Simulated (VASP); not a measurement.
A run of VASP 6.6.1:

File INCAR:

```
ALGO = Normal
EDIFF = 1E-6
ENCUT = 520
GGA = PE
ISIF = 2
ISMEAR = 0
LASPH = T
LCHARG = F
LREAL = F
LWAVE = F
NBANDS = 21
NELM = 60
PREC = Accurate
SIGMA = 0.1
```

The input KPOINTS:

```
k-points
0
Gamma
  4 4 4
```

POSCAR

```
ScHBr2
1.0
    5.1921264000      0.0000000000      0.0000000000
    0.0000000000      5.1921264000      0.0000000000
    0.0000000000      0.0000000000      5.1921264000
Sc H Br
1 1 2
Direct
    0.0000000000      0.0000000000      0.0000000000
    0.0000000000      0.0000000000      0.5000000000
    0.5000000000      0.0000000000      0.0000000000
    0.0000000000      0.5000000000      0.0000000000
```

Potentials or basis: VASP PAW PBE potentials, release 64 (Sc_sv, H, Br).

The run is started by

```bash
$ cat potpaw_PBE.64/Sc_sv/POTCAR potpaw_PBE.64/H/POTCAR potpaw_PBE.64/Br/POTCAR > POTCAR
$ mpirun -np 1 vasp_std > vasp.out
```

Hardware: 1 thread of Intel(R) Xeon(R) 6975P-C (Granite Rapids), with other jobs on the host.

Problem. Estimate the wall time of this run.

Solution. Wall time 19 s on 1 thread of Intel(R) Xeon(R) 6975P-C (Granite Rapids), with other jobs on the host, peak memory 0.26 GiB. Counts: scf iterations 14, k points 18.
